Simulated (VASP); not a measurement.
# Pt (P6_3/mmc) in VASP: further runs

Runs on Pt. Level: LDA. Tasks: single point.

All numbers are computed with VASP 6.6.1; they aren't measurements. Logs are shortened: lines on timing, memory, paths and dates and some standing lists are left out, and cuts for length are marked.

## Step 1: The cell of the first run

It takes space group P6_3/mmc (No. 194, hexagonal). The conventional cell has a = 2.786 Å, b = 2.786 Å, c = 4.778 Å, α = 90.00°, β = 90.00°, γ = 120.00°. Within 3.7 Å of Pt (site symmetry -6m2) lie 12 Pt at 2.79 to 2.88 Å.

This isn't the form of Pt at room conditions, which is fcc.

## Step 2: Single point, LDA (16.05 Å³/atom)

The input, INCAR:

```
SYSTEM = Pt
  PREC = Accurate
  ENCUT = 520
  EDIFF = 1E-7
  ISMEAR = -1
  SIGMA = 0.1
  LREAL = .FALSE.
  LASPH = .TRUE.
  NELM = 60
  ALGO = Normal
  ISIF = 2
  LWAVE = .FALSE.
  LCHARG = .TRUE.
  GGA = CA
  LELF = .TRUE.
  LVHAR = .TRUE.
  NBANDS = 17
```

The input, KPOINTS:

```
Automatic mesh
0
G
  15 15 8
  0 0 0
```

The input, POSCAR:

```
Pt
1.0
    2.7855747634      0.0000000000      0.0000000000
   -1.3927873817      2.4123785092      0.0000000000
    0.0000000000      0.0000000000      4.7780734028
Pt
2
Direct
    0.3333333333      0.6666666667      0.2500000000
    0.6666666667      0.3333333333      0.7500000000
```

Potentials or basis: VASP PAW LDA potentials, release 64 (Pt).

Run with:

```bash
cat potpaw_LDA.64/Pt/POTCAR > POTCAR
mpirun -np 1 vasp_std > vasp.out
```

OUTCAR:

```text
SYSTEM = Pt
   PREC = Accurate
   ENCUT = 520
   EDIFF = 1E-7
   ISMEAR = -1
   LREAL = .FALSE.
   LASPH = .TRUE.
   NELM = 60
   ISIF = 2
   GGA = CA

 ion  position               nearest neighbor table
   1  0.333  0.667  0.250-   2 2.88   2 2.88   2 2.88   2 2.88   2 2.88   2 2.88
   2  0.667  0.333  0.750-   1 2.88   1 2.88   1 2.88   1 2.88   1 2.88   1 2.88

  LATTYP: Found a hexagonal cell.
 ALAT       =     2.7855747634
 C/A-ratio  =     1.7152917472

  Lattice vectors:

 A1 = (   2.7855747634,   0.0000000000,   0.0000000000)
 A2 = (  -1.3927873817,   2.4123785092,   0.0000000000)
 A3 = (   0.0000000000,   0.0000000000,   4.7780734028)

Analysis of symmetry for initial positions (statically):
=====================================================================
 Subroutine PRICEL returns:
 Original cell was already a primitive cell.

 Routine SETGRP: Setting up the symmetry group for a
 hexagonal supercell.

 Subroutine GETGRP returns: Found 24 space group operations
 (whereof 12 operations were pure point group operations)
 out of a pool of 24 trial point group operations.

The static configuration has the point symmetry D_3d.
 The point group associated with its full space group is D_6h.

Analysis of symmetry for dynamics (positions and initial velocities):
=====================================================================
 Subroutine PRICEL returns:
 Original cell was already a primitive cell.

 Routine SETGRP: Setting up the symmetry group for a
 hexagonal supercell.

 Subroutine GETGRP returns: Found 24 space group operations
 (whereof 12 operations were pure point group operations)
 out of a pool of 24 trial point group operations.

The dynamic configuration has the point symmetry D_3d.
 The point group associated with its full space group is D_6h.

 Subroutine INISYM returns: Found 24 space group operations
 (whereof 12 operations are pure point group operations),
 and found     1 'primitive' translations

----------------------------------------------------------------------------------------

                                     Primitive cell

  volume of cell :      32.1080

  direct lattice vectors                    reciprocal lattice vectors
     2.785574763  0.000000000  0.000000000     0.358992339  0.207264324  0.000000000
    -1.392787382  2.412378509  0.000000000     0.000000000  0.414528647  0.000000000
     0.000000000  0.000000000  4.778073403     0.000000000  0.000000000  0.209289376
[... 83 lines left out ...]
   NELM   =     60;   NELMIN=  2; NELMDL= -5     # of ELM steps
   EDIFF  = 0.1E-06   stopping-criterion for ELM
   LREAL  =      F    real-space projection
   EDIFFG = 0.1E-05   stopping-criterion for IOM
   NSW    =      0    number of steps for IOM
   IBRION =     -1    ionic relax: 0-MD 1-quasi-New 2-CG
   NFREE  =      0    steps in history (QN), initial steepest desc. (CG)
   ISIF   =      2    stress and relaxation
   ISYM   =      2    0-nonsym 1-usesym 2-fastsym
   POTIM  = 0.5000    time-step for ionic-motion
   TEBEG  =    0.0;   TEEND  =   0.0 temperature during run
   PSTRESS=    0.0 pullay stress
   NELECT =      20.0000    total number of electrons
   NUPDOWN=      -1.0000    fix difference up-down
   EMIN   =  10.00;   EMAX   =-10.00  energy-range for DOS
   EFERMI =   0.00;   METHOD = LEGACY
   ISMEAR =    -1;   SIGMA  =   0.10  broadening in eV -4-tet -1-fermi 0-gaus
   EFERMI_NEDOS =   21; number of points for ismear=-14 and -15
   IALGO  =     38    algorithm
   IMIX   =      4    mixing-type and parameters
     AMIX     =   0.40;   BMIX     =  1.00
     AMIX_MAG =   1.60;   BMIX_MAG =  1.00
  volume/ion in A,a.u.               =      16.05       108.34
  Fermi-wavevector in a.u.,A,eV,Ry     =   1.398129  2.642080 26.596175  1.954764
  Thomas-Fermi vector in A             =   2.521317
   LORBIT       =      0    0 simple, 1 ext, 2 COOP (PROOUT), +10 PAW based schemes
   GGA     = CA    functional components
   LHFCALC =     F    Hartree Fock is set to
   AEXX    =    0.0000 exact exchange contribution
   IVDW    =     0    specifies the selected vdW correction
   LEPSILON=     F    determine dielectric tensor
   LRPA    =     F    only Hartree local field effects (RPA)
 non-spin polarized calculation
  energy-cutoff  :      520.00
  volume of cell :       32.11
 maximum number of plane-waves:       881
 NGX is ok and might be reduce to    24
   NGX = 11   NGY = 11   NGZ = 17

 number of electron      20.0000003 magnetization

 Free energy of the ion-electron system (eV)
  ---------------------------------------------------
  ext. energy  EPLUGINS =         0.00000000
  ---------------------------------------------------
  free energy    TOTEN  =       -14.79923712 eV

  energy without entropy =      -14.67704348  energy(sigma->0) =      -14.73814030

 E-fermi :   9.9518     XC(G=0): -13.3236

 val. band max:        9.9484585907   @ k =   0.2000   0.1333   0.5000
 cond. band min:       9.9525862020   @ k =   0.3333   0.1333   0.5000
 fundamental gap:      0.0041276113
 Fermi energy:         9.9518390713

 k-point     1 :       0.0000    0.0000    0.0000
  band No.  band energies     occupation
      1       0.3938      2.00000
      2       3.0601      2.00000
      3       6.1601      2.00000
      4       6.6061      2.00000
      5       6.6061      2.00000
      6       6.9794      2.00000
[... 457 lines left out ...]
      4       6.4130      2.00000
      5       6.4620      2.00000
      6       6.6173      2.00000
[... 9 lines left out ...]
     16      21.3305      0.00000
     17      23.8597      0.00000

 [... further k-points ...]

------------------------ aborting loop because EDIFF is reached ----------------------------------------

  FORCE on cell =-STRESS in cart. coord.  units (eV):
  Direction    XX          YY          ZZ          XY          YZ          ZX
  --------------------------------------------------------------------------------------
  -------------------------------------------------------------------------------------
  Total       -3.7503833     -3.7503833     -3.4202207      0.0000000     -0.0000000      0.0000000
  in kB     -187.1428106   -187.1428105   -170.6678131      0.0000000     -0.0000000      0.0000000
  external PRESSURE =    -181.6511447 kB  Pullay stress =       0.0000000 kB

 VOLUME and BASIS-vectors are now :
 -----------------------------------------------------------------------------
  energy-cutoff  :      520.00
  volume of cell :       32.11
      direct lattice vectors                 reciprocal lattice vectors
     2.785574763  0.000000000  0.000000000     0.358992339  0.207264324  0.000000000
    -1.392787382  2.412378509  0.000000000     0.000000000  0.414528647  0.000000000
     0.000000000  0.000000000  4.778073403     0.000000000  0.000000000  0.209289376

 POSITION                                       TOTAL-FORCE (eV/Angst)
 -----------------------------------------------------------------------------------
     -0.00000      1.60825      1.19452        -0.000000      0.000000      0.000000
      1.39279      0.80413      3.58356         0.000000     -0.000000      0.000000
 -----------------------------------------------------------------------------------
    total drift:                               -0.000000      0.000000     -0.000000

  FREE ENERGIE OF THE ION-ELECTRON SYSTEM (eV)
  ---------------------------------------------------
  free  energy   TOTEN  =       -14.7992371161 eV

  energy  without entropy=      -14.6770434847  energy(sigma->0) =      -14.73814030
```

It took 72 s on 1 thread of Intel Xeon 8259CL, shared host; peak memory 0.18 GiB.

What came out:

```yaml
Free_energy: -14.7992 eV
Pressure: -18.2 GPa
Band_gap_on_the_k_mesh: zero (bands 10 and 11 overlap by 1.17 eV)
```

Caveat: the cell stands under tension; spin-orbit coupling is left out, which moves the levels of the heavy elements.

## Step 3: Single point, LDA (16.65 Å³/atom)

This run uses another cell than the first one, of 16.65 Å³/atom.

The input, INCAR:

```
SYSTEM = Pt
PREC = Accurate
ENCUT = 520
EDIFF = 1E-6
ISMEAR = -1
SIGMA = 0.1
LREAL = .FALSE.
LASPH = .TRUE.
NELM = 80
ALGO = Normal
ISIF = 2
LWAVE = .FALSE.
LCHARG = .FALSE.
NBANDS = 17
```

KPOINTS is that of step 2.

The input, POSCAR:

```
Pt
1.0
    2.8195485356      0.0000000000      0.0000000000
   -1.4097742678      2.4418006590      0.0000000000
    0.0000000000      0.0000000000      4.8363483339
Pt
2
Direct
    0.3333333333      0.6666666667      0.2500000000
    0.6666666667      0.3333333333      0.7500000000
```

Potentials or basis: VASP PAW LDA potentials, release 64 (Pt).

Run with:

```bash
cat potpaw_LDA.64/Pt/POTCAR > POTCAR
mpirun -np 1 vasp_std > vasp.out
```

OUTCAR:

```text
SYSTEM = Pt
   PREC = Accurate
   ENCUT = 520
   EDIFF = 1E-6
   ISMEAR = -1
   LREAL = .FALSE.
   LASPH = .TRUE.
   NELM = 80
   ISIF = 2

 ion  position               nearest neighbor table
   1  0.333  0.667  0.250-   2 2.92   2 2.92   2 2.92   2 2.92   2 2.92   2 2.92
   2  0.667  0.333  0.750-   1 2.92   1 2.92   1 2.92   1 2.92   1 2.92   1 2.92

  LATTYP: Found a hexagonal cell.
 ALAT       =     2.8195485356
 C/A-ratio  =     1.7152917472

  Lattice vectors:

[... 670 lines left out ...]

  FORCE on cell =-STRESS in cart. coord.  units (eV):
  Direction    XX          YY          ZZ          XY          YZ          ZX
  --------------------------------------------------------------------------------------
  -------------------------------------------------------------------------------------
  Total       -5.2535713     -5.2535713     -4.7949808     -0.0000000      0.0000000      0.0000000
  in kB     -252.7888187   -252.7888187   -230.7225784     -0.0000000      0.0000000      0.0000000
  external PRESSURE =    -245.4334053 kB  Pullay stress =       0.0000000 kB

 VOLUME and BASIS-vectors are now :
 -----------------------------------------------------------------------------
  energy-cutoff  :      520.00
  volume of cell :       33.30
      direct lattice vectors                 reciprocal lattice vectors
     2.819548536  0.000000000  0.000000000     0.354666709  0.204766920  0.000000000
    -1.409774268  2.441800659  0.000000000     0.000000000  0.409533840  0.000000000
     0.000000000  0.000000000  4.836348334     0.000000000  0.000000000  0.206767572

 POSITION                                       TOTAL-FORCE (eV/Angst)
 -----------------------------------------------------------------------------------
     -0.00000      1.62787      1.20909         0.000000      0.000000      0.000000
      1.40977      0.81393      3.62726        -0.000000     -0.000000      0.000000
 -----------------------------------------------------------------------------------
    total drift:                               -0.000000      0.000000     -0.000000

  FREE ENERGIE OF THE ION-ELECTRON SYSTEM (eV)
  ---------------------------------------------------
  free  energy   TOTEN  =       -14.6406595027 eV

  energy  without entropy=      -14.5126269832  energy(sigma->0) =      -14.57664324
```

stdout:

```text
POSCAR found type information on POSCAR Pt
 POSCAR found :  1 types and       2 ions
 scaLAPACK will be used
 LDA part: xc-table for (Slater(with rela. corr.)+CA(PZ))
 , standard interpolation
 POSCAR, INCAR and KPOINTS ok, starting setup
 FFT: planning ... GRIDC
 FFT: planning ... GRID_SOFT
 FFT: planning ... GRID
 WAVECAR not read
 entering main loop
```

It took 52 s on 1 thread of Intel Xeon 8259CL, shared host; peak memory 0.19 GiB.

What came out:

- Free energy: -14.6407 eV
- Pressure: -24.5 GPa
- Band gap on the k mesh: zero (bands 10 and 11 overlap by 1.10 eV)

Caveat: the cell stands under tension; spin-orbit coupling is left out, which moves the levels of the heavy elements.
